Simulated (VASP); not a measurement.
Here is a VASP 6.6.1 calculation.

The input INCAR:

```
SYSTEM = Si
PREC = Accurate ; ENCUT = 520
EDIFF = 1E-6 ; ISMEAR = -1
SIGMA = 0.05 ; LREAL = Auto
LASPH = .TRUE. ; NELM = 100
ALGO = Normal ; ISIF = 2
LWAVE = .FALSE. ; LCHARG = .TRUE.
GGA = PS ; LELF = .TRUE.
LVHAR = .TRUE. ; NBANDS = 48
```

The input KPOINTS:

```
Automatic mesh
0
G
  2 2 2
  0 0 0
```

File POSCAR:

```
Si
1.0
    0.0000000000      5.4300000000      5.4300000000
    5.4300000000      0.0000000000      5.4300000000
    5.4300000000      5.4300000000      0.0000000000
Si
17
Direct
   -0.0015441068     -0.0022004604     -0.0108835175
    0.1461218232      0.1454352670      0.0625290055
    0.0197673112      0.0193232965      0.4412824125
    0.1157114180      0.1152386740      0.6168920810
   -0.0015429098      0.5141996317     -0.0109141805
    0.1105930939      0.6262895948      0.1363715470
   -0.0270138122      0.5090677716      0.5085530387
    0.1157022099      0.6518320442      0.6169103131
    0.5148162983     -0.0022011971     -0.0108704420
    0.6269475138      0.1099762431      0.1363285451
    0.5095296501     -0.0274907919      0.5085788214
    0.6523061694      0.1152407919      0.6168860958
    0.4793489871      0.4786622468      0.0628480663
    0.6269460405      0.6262900552      0.1363613260
    0.5095367403      0.5090639963      0.5085606814
    0.6054898711      0.6050432781      0.6841169429
    0.3125802026      0.3121768877      0.5627916206
```

Potentials or basis: VASP PAW PBE potentials, release 64 (Si).

The run is started by

```sh
$ cat potpaw_PBE.64/Si/POTCAR > POTCAR
$ mpirun -np 1 vasp_std > vasp.out
```

(1) Predict the pressure.

(2) Predict the largest force.

(3) Estimate the band gap on the k mesh.

Results:

(1) 2.6 GPa.

(2) 0.017 eV/Å.

(3) 0.07 eV.

Caveat: the k points lie up to 0.50 Å⁻¹ apart; the PAW data sets were made with another functional, which shifts forces and pressure a little.
